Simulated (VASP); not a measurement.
# Bi2Te3 in VASP: a series of runs

The runs below take Bi2Te3 through single point, with PBE.

Program: VASP 6.6.1. These are calculated values, not measurements. Logs are shortened: lines on timing, memory, paths and dates and some standing lists are left out, and cuts for length are marked.

## 1. The cell of the first run

The cell holds a slab with vacuum, 10 atoms: a = 4.469 Å, b = 4.469 Å, c = 32.466 Å, α = 90.00°, β = 90.00°, γ = 120.00°.

## 2. Single point, PBE

Input file INCAR:

```
PREC = Accurate ; ENCUT = 520
EDIFF = 1E-6 ; ISMEAR = 0
SIGMA = 0.01 ; LREAL = False
LASPH = True ; NELM = 60
ALGO = Normal ; ISIF = 2
LWAVE = False ; LCHARG = False
LDIPOL = True ; IDIPOL = 3
DIPOL = 0.5 0.5 0.500 ; GGA = PE
NBANDS = 59
```

Input file KPOINTS:

```
regular mesh
0
Gamma
  9 9 1
```

Input file POSCAR:

```
Bi2Te3
1.0
    4.4688131177      0.0000000000      0.0000000000
   -2.2344065589      3.8701056847      0.0000000000
    0.0000000000      0.0000000000     32.4659178032
Bi Te
4 6
Direct
    0.6666666667      0.3333333333      0.2310114886
    0.0000000000      0.0000000000      0.4653881449
    0.3333333333      0.6666666667      0.5346118551
    0.6666666667      0.3333333333      0.7689885114
    0.0000000000      0.0000000000      0.2861947480
    0.3333333333      0.6666666667      0.3482002753
    0.6666666667      0.3333333333      0.4102045613
    0.6666666667      0.3333333333      0.5897951145
    0.0000000000      0.0000000000      0.6518006418
    0.3333333333      0.6666666667      0.7138049278
```

Potentials or basis: VASP PAW PBE potentials, release 64 (Bi_d, Te).

Run with:

```console
> cat potpaw_PBE.64/Bi_d/POTCAR potpaw_PBE.64/Te/POTCAR > POTCAR
> mpirun -np 1 vasp_std > vasp.out
```

OUTCAR:

```text
PREC = Accurate
   ENCUT = 520
   EDIFF = 1E-6
   ISMEAR = 0
   LREAL = False
   LASPH = True
   NELM = 60
   ISIF = 2
   GGA = PE

 ion  position               nearest neighbor table
   1  0.667  0.333  0.231-   5 3.14   5 3.14   5 3.14
   2  0.000  0.000  0.465-   7 3.14   7 3.14   7 3.14   3 3.42   3 3.42   3 3.42
   3  0.333  0.667  0.535-   8 3.14   8 3.14   8 3.14   2 3.42   2 3.42   2 3.42
   4  0.667  0.333  0.769-  10 3.14  10 3.14  10 3.14
   5  0.000  0.000  0.286-   1 3.14   1 3.14   1 3.14   6 3.27   6 3.27   6 3.27
   6  0.333  0.667  0.348-   7 3.27   7 3.27   7 3.27   5 3.27   5 3.27   5 3.27
   7  0.667  0.333  0.410-   2 3.14   2 3.14   2 3.14   6 3.27   6 3.27   6 3.27
   8  0.667  0.333  0.590-   3 3.14   3 3.14   3 3.14   9 3.27   9 3.27   9 3.27
   9  0.000  0.000  0.652-  10 3.27  10 3.27  10 3.27   8 3.27   8 3.27   8 3.27
  10  0.333  0.667  0.714-   4 3.14   4 3.14   4 3.14   9 3.27   9 3.27   9 3.27

  LATTYP: Found a hexagonal cell.
 ALAT       =     4.4688131177
 C/A-ratio  =     7.2649978749

  Lattice vectors:

 A1 = (   4.4688131177,   0.0000000000,   0.0000000000)
 A2 = (  -2.2344065589,   3.8701056847,   0.0000000000)
 A3 = (   0.0000000000,   0.0000000000,  32.4659178032)

Analysis of symmetry for initial positions (statically):
=====================================================================
 Subroutine PRICEL returns:
 Original cell was already a primitive cell.

 Routine SETGRP: Setting up the symmetry group for a
 hexagonal supercell.

 Subroutine GETGRP returns: Found 12 space group operations
 (whereof  6 operations were pure point group operations)
 out of a pool of 24 trial point group operations.

The static configuration has the point symmetry C_3v.
 The point group associated with its full space group is D_3d.

Analysis of symmetry for dynamics (positions and initial velocities):
=====================================================================
 Subroutine PRICEL returns:
 Original cell was already a primitive cell.

 Routine SETGRP: Setting up the symmetry group for a
 hexagonal supercell.

 Subroutine GETGRP returns: Found 12 space group operations
 (whereof  6 operations were pure point group operations)
 out of a pool of 24 trial point group operations.

The dynamic configuration has the point symmetry C_3v.
 The point group associated with its full space group is D_3d.

 Subroutine INISYM returns: Found 12 space group operations
 (whereof  6 operations are pure point group operations),
 and found     1 'primitive' translations

----------------------------------------------------------------------------------------

                                     Primitive cell

  volume of cell :     561.4909

  direct lattice vectors                    reciprocal lattice vectors
     4.468813118  0.000000000  0.000000000     0.223773063  0.129195438  0.000000000
    -2.234406559  3.870105685  0.000000000     0.000000000  0.258390876  0.000000000
     0.000000000  0.000000000 32.465917803     0.000000000  0.000000000  0.030801532

  length of vectors
     4.468813118  4.468813118 32.465917803     0.258390876  0.258390876  0.030801532

  position of ions in fractional coordinates (direct lattice)
     0.666666667  0.333333333  0.231011489
     0.000000000  0.000000000  0.465388145
     0.333333333  0.666666667  0.534611855
     0.666666667  0.333333333  0.768988511
     0.000000000  0.000000000  0.286194748
     0.333333333  0.666666667  0.348200275
     0.666666667  0.333333333  0.410204561
     0.666666667  0.333333333  0.589795114
     0.000000000  0.000000000  0.651800642
     0.333333333  0.666666667  0.713804928

  ion indices of the primitive-cell ions
   primitive index   ion index
                 1           1
                 2           2
                 3           3
                 4           4
                 5           5
                 6           6
                 7           7
                 8           8
                 9           9
                10          10

----------------------------------------------------------------------------------------

 KPOINTS: regular mesh

Automatic generation of k-mesh.
 Grid dimensions read from file:
 generate k-points for:    9    9    1

 Generating k-lattice:

  Cartesian coordinates                     Fractional coordinates (reciprocal lattice)
     0.024863674  0.014355049  0.000000000     0.111111111 -0.000000000  0.000000000
     0.000000000  0.028710097  0.000000000     0.000000000  0.111111111  0.000000000
     0.000000000  0.000000000  0.030801532     0.000000000  0.000000000  1.000000000

  Length of vectors
     0.028710097  0.028710097  0.030801532

  Shift w.r.t. Gamma in fractional coordinates (k-lattice)
     0.000000000  0.000000000  0.000000000

 Subroutine IBZKPT returns following result:
 ===========================================

 Found     12 irreducible k-points:

 Following reciprocal coordinates:
            Coordinates               Weight
  0.000000  0.000000  0.000000      1.000000
  0.111111 -0.000000  0.000000      6.000000
  0.222222 -0.000000  0.000000      6.000000
  0.333333  0.000000  0.000000      6.000000
  0.444444 -0.000000  0.000000      6.000000
  0.111111  0.111111  0.000000      6.000000
  0.222222  0.111111  0.000000     12.000000
  0.333333  0.111111  0.000000     12.000000
  0.444444  0.111111  0.000000      6.000000
  0.222222  0.222222  0.000000      6.000000
  0.333333  0.222222  0.000000     12.000000
  0.333333  0.333333  0.000000      2.000000
   k-points           NKPTS =     12   k-points in BZ     NKDIM =     12   number of bands    NBANDS=     59
   number of dos      NEDOS =    301   number of ions     NIONS =     10
   total plane-waves  NPLWV = 324000
   dimension x,y,z NGX =    36 NGY =   36 NGZ =  250
   dimension x,y,z NGXF=    72 NGYF=   72 NGZF=  500
   ions per type =               4   6
   NGX,Y,Z   is equivalent  to a cutoff of  13.39, 13.39, 12.80 a.u.
   NGXF,Y,Z  is equivalent  to a cutoff of  26.78, 26.78, 25.60 a.u.
 SYSTEM =  unknown system
   PREC   = accura    normal or accurate (medium, high low for compatibility)
   ISTART =      0    job   : 0-new  1-cont  2-samecut
   ICHARG =      2    charge: 1-file 2-atom 10-const
   ISPIN  =      1    spin polarized calculation?
   LNONCOLLINEAR =      F non collinear calculations
   LSORBIT =      F    spin-orbit coupling
   LASPH  =      T    aspherical Exc in radial PAW
   ENCUT  =  520.0 eV  38.22 Ry    6.18 a.u.   8.31  8.31 60.37*2*pi/ulx,y,z
   NELM   =     60;   NELMIN=  2; NELMDL= -5     # of ELM steps
   EDIFF  = 0.1E-05   stopping-criterion for ELM
   LREAL  =      F    real-space projection
   EDIFFG = 0.1E-04   stopping-criterion for IOM
   NSW    =      0    number of steps for IOM
   IBRION =     -1    ionic relax: 0-MD 1-quasi-New 2-CG
   NFREE  =      0    steps in history (QN), initial steepest desc. (CG)
   ISIF   =      2    stress and relaxation
   ISYM   =      2    0-nonsym 1-usesym 2-fastsym
   POTIM  = 0.5000    time-step for ionic-motion
   TEBEG  =    0.0;   TEEND  =   0.0 temperature during run
   PSTRESS=    0.0 pullay stress
   NELECT =      96.0000    total number of electrons
   NUPDOWN=      -1.0000    fix difference up-down
   EMIN   =  10.00;   EMAX   =-10.00  energy-range for DOS
   EFERMI =   0.00;   METHOD = LEGACY
   ISMEAR =     0;   SIGMA  =   0.01  broadening in eV -4-tet -1-fermi 0-gaus
   EFERMI_NEDOS =   21; number of points for ismear=-14 and -15
   IALGO  =     38    algorithm
   IMIX   =      4    mixing-type and parameters
     AMIX     =   0.40;   BMIX     =  1.00
     AMIX_MAG =   1.60;   BMIX_MAG =  1.00
  volume/ion in A,a.u.               =      56.15       378.91
  Fermi-wavevector in a.u.,A,eV,Ry     =   0.908624  1.717051 11.232944  0.825598
  Thomas-Fermi vector in A             =   2.032573
   LORBIT       =      0    0 simple, 1 ext, 2 COOP (PROOUT), +10 PAW based schemes
   GGA     = PE    functional components
   LHFCALC =     F    Hartree Fock is set to
   AEXX    =    0.0000 exact exchange contribution
   IVDW    =     0    specifies the selected vdW correction
   LEPSILON=     F    determine dielectric tensor
   LRPA    =     F    only Hartree local field effects (RPA)
 non-spin polarized calculation
 Gauss-broadening in eV      SIGMA  =   0.01
  energy-cutoff  :      520.00
  volume of cell :      561.49
 maximum number of plane-waves:     15169
 NGX is ok and might be reduce to    36
   NGX = 17   NGY = 17   NGZ =121

 number of electron      96.0000019 magnetization

 dipolmoment           0.000000      0.000000     -0.000065 electrons x Angstroem

 Free energy of the ion-electron system (eV)
  ---------------------------------------------------
  ext. energy  EPLUGINS =         0.00000000
  ---------------------------------------------------
  free energy    TOTEN  =       -33.61869919 eV

  energy without entropy =      -33.61843426  energy(sigma->0) =      -33.61856673

 E-fermi :   2.0831     XC(G=0):  -6.1734

 val. band max:        2.0761785995   @ k =   0.2222   0.2222   0.0000
 cond. band min:       2.1201564608   @ k =   0.1111  -0.0000   0.0000
 fundamental gap:      0.0439778614
 Fermi energy:         2.0830563449

 k-point     1 :       0.0000    0.0000    0.0000
  band No.  band energies     occupation
      1     -20.6931      2.00000
      2     -20.6931      2.00000
      3     -20.6924      2.00000
      4     -20.6924      2.00000
      5     -20.6895      2.00000
      6     -20.6895      2.00000
[... 51 lines left out ...]
     58       4.2033      0.00000
     59       4.2033      0.00000

 k-point     2 :       0.1111   -0.0000    0.0000
  band No.  band energies     occupation
      1     -20.6933      2.00000
      2     -20.6926      2.00000
      3     -20.6919      2.00000
      4     -20.6912      2.00000
      5     -20.6890      2.00000
      6     -20.6875      2.00000
[... 51 lines left out ...]
     58       4.3512      0.00000
     59       4.4207      0.00000

 k-point     3 :       0.2222   -0.0000    0.0000
  band No.  band energies     occupation
      1     -20.6940      2.00000
      2     -20.6933      2.00000
      3     -20.6887      2.00000
      4     -20.6880      2.00000
      5     -20.6876      2.00000
      6     -20.6815      2.00000
[... 494 lines left out ...]
      5     -20.6845      2.00000
      6     -20.6687      2.00000
[... 51 lines left out ...]
     58       5.4891      0.00000
     59       5.7992      0.00000

 k-point    12 :       0.3333    0.3333    0.0000
  band No.  band energies     occupation
      1     -20.6919      2.00000
      2     -20.6908      2.00000
      3     -20.6901      2.00000
      4     -20.6863      2.00000
      5     -20.6856      2.00000
      6     -20.6681      2.00000
[... 51 lines left out ...]
     58       5.9678      0.00000
     59       5.9800      0.00000

------------------------ aborting loop because EDIFF is reached ----------------------------------------

 vacuum level on the upper side and lower side of the slab       (xc-potential included)        -0.321        -0.321

  FORCE on cell =-STRESS in cart. coord.  units (eV):
  Direction    XX          YY          ZZ          XY          YZ          ZX
  --------------------------------------------------------------------------------------
  -------------------------------------------------------------------------------------
  Total       -3.0372922     -3.0372922     -1.4434501      0.0000000      0.0000000      0.0000000
  in kB       -8.6667138     -8.6667138     -4.1187900      0.0000000      0.0000000      0.0000000
  external PRESSURE =      -7.1507392 kB  Pullay stress =       0.0000000 kB

 VOLUME and BASIS-vectors are now :
 -----------------------------------------------------------------------------
  energy-cutoff  :      520.00
  volume of cell :      561.49
      direct lattice vectors                 reciprocal lattice vectors
     4.468813118  0.000000000  0.000000000     0.223773063  0.129195438  0.000000000
    -2.234406559  3.870105685  0.000000000     0.000000000  0.258390876  0.000000000
     0.000000000  0.000000000 32.465917803     0.000000000  0.000000000  0.030801532

 POSITION                                       TOTAL-FORCE (eV/Angst)
 -----------------------------------------------------------------------------------
      2.23441      1.29004      7.50000        -0.000000      0.000000      0.318664
      0.00000      0.00000     15.10925        -0.000000      0.000000     -0.143967
     -0.00000      2.58007     17.35666         0.000000     -0.000000      0.143967
      2.23441      1.29004     24.96592         0.000000      0.000000     -0.318664
      0.00000      0.00000      9.29158        -0.000000     -0.000000     -0.306464
     -0.00000      2.58007     11.30464        -0.000000      0.000000     -0.043462
      2.23441      1.29004     13.31767        -0.000000     -0.000000      0.134049
      2.23441      1.29004     19.14824         0.000000      0.000000     -0.134049
      0.00000      0.00000     21.16131         0.000000     -0.000000      0.043462
     -0.00000      2.58007     23.17433         0.000000     -0.000000      0.306464
 -----------------------------------------------------------------------------------
    total drift:                               -0.000000      0.000000     -0.003415

  FREE ENERGIE OF THE ION-ELECTRON SYSTEM (eV)
  ---------------------------------------------------
  free  energy   TOTEN  =       -33.6186991906 eV

  energy  without entropy=      -33.6184342643  energy(sigma->0) =      -33.61856673

 vacuum level on the upper side and lower side of the slab         5.913         5.914
```

Run time: 17 min. Hardware: 1 thread of Intel Xeon Platinum 8488C (Sapphire Rapids), shared host; peak memory 0.84 GiB.

Results:

- Free energy: -33.6187 eV
- Largest force: 0.319 eV/Å
- Band gap on the k mesh: zero (bands 48 and 49 overlap by 0.14 eV)

Forces on the atoms (eV/Å):
```
Bi   0.000  0.000  0.319
Bi   0.000  0.000 -0.144
Bi   0.000  0.000  0.144
Bi   0.000  0.000 -0.319
Te   0.000  0.000 -0.306
Te   0.000  0.000 -0.043
Te   0.000  0.000  0.134
Te   0.000  0.000 -0.134
Te   0.000  0.000  0.043
Te   0.000  0.000  0.306
```

Levels at points of the mesh, in eV from the Fermi level:
```csv
k point,band 46,band 47,band 48,band 49,band 50,band 51
"(0.00, 0.00, 0.00)",-0.39,-0.34,-0.34,-0.14,0.61,0.61
```

Caveat: spin-orbit coupling is left out, which moves the levels of the heavy elements.

## 3. Single point, PBE

Input file INCAR:

```
  PREC = Accurate
  ENCUT = 520
  EDIFF = 1E-7
  ISMEAR = 0
  SIGMA = 0.1
  LREAL = False
  LASPH = True
  NELM = 80
  ALGO = Normal
  ISIF = 2
  LWAVE = False
  LCHARG = False
  GGA = PE
  NBANDS = 59
```

Input file KPOINTS:

```
Automatic mesh
0
Gamma
  9 9 1
```

POSCAR is that of step 2.

Potentials or basis: VASP PAW PBE potentials, release 64 (Bi_d, Te).

Run with:

```console
> cat potpaw_PBE.64/Bi_d/POTCAR potpaw_PBE.64/Te/POTCAR > POTCAR
> mpirun -np 1 vasp_std > vasp.out
```

Wall time 17 min (1 thread of Intel Xeon Platinum 8488C (Sapphire Rapids), shared host); peak memory 0.85 GiB.

It converged, with:

```yaml
Free_energy: -33.6283 eV
Largest_force: 0.336 eV/Å
Band_gap_on_the_k_mesh: zero (bands 48 and 49 overlap by 0.13 eV)
```

Forces in eV/Å, atoms in the order of the input:
```
Bi   0.000  0.000  0.336
Bi   0.000  0.000 -0.163
Bi   0.000  0.000  0.163
Bi   0.000  0.000 -0.336
Te   0.000  0.000 -0.324
Te   0.000  0.000 -0.041
Te   0.000  0.000  0.147
Te   0.000  0.000 -0.147
Te   0.000  0.000  0.041
Te   0.000  0.000  0.324
```

Levels at points of the mesh, in eV from the Fermi level:
| k point | band 44 | band 45 | band 46 | band 47 | band 48 | band 49 | band 50 | band 51 | band 52 | band 53 |
| --- | --- | --- | --- | --- | --- | --- | --- | --- | --- | --- |
| (0.00, 0.00, 0.00) | -0.58 | -0.58 | -0.43 | -0.39 | -0.39 | -0.19 | 0.57 | 0.57 | 0.61 | 0.95 |

Caveat: there is no dipole correction, which matters where the two faces differ; spin-orbit coupling is left out, which moves the levels of the heavy elements.

The gap in the log of VASP goes by the Fermi energy; the results here count the filled bands.